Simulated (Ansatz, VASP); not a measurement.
## MnS in VASP and in Ansatz

```
CELL_PARAMETERS angstrom
0.00000 2.82232 2.82232
2.82232 0.00000 2.82232
2.82232 2.82232 0.00000
ATOMIC_POSITIONS crystal
Mn 0.00000 0.00000 0.00000
S 0.25000 0.25000 0.25000
```

Alike in both runs: task single point; functional PBE; k mesh 10 × 10 × 10; occupations gaussian, width 0.05 eV; no spin polarisation.

|  | VASP | Ansatz |
| --- | --- | --- |
| version | VASP 6.6.1 | Ansatz 0.2.0 |
| potentials or method | VASP PAW PBE potentials, release 64 (Mn_pv, S), cutoff 500 eV | scalar-relativistic, plane waves, PAW |
| valence electrons in the cell | 19 | 21 |

VASP gave:

| Item | Value |
| --- | --- |
| gap on the k mesh at the Fermi level (eV) | none |
| pressure (GPa) | -21.2 |

What did Ansatz give for the same quantities?

gap on the k mesh at the Fermi level (eV): none; pressure (GPa): -21.3.

A gap of «none» marks a metal or a gap that the smearing closes. VASP's potentials hold 19 valence electrons a cell and Ansatz's 21, so a difference there can come from the potentials and not from the codes.
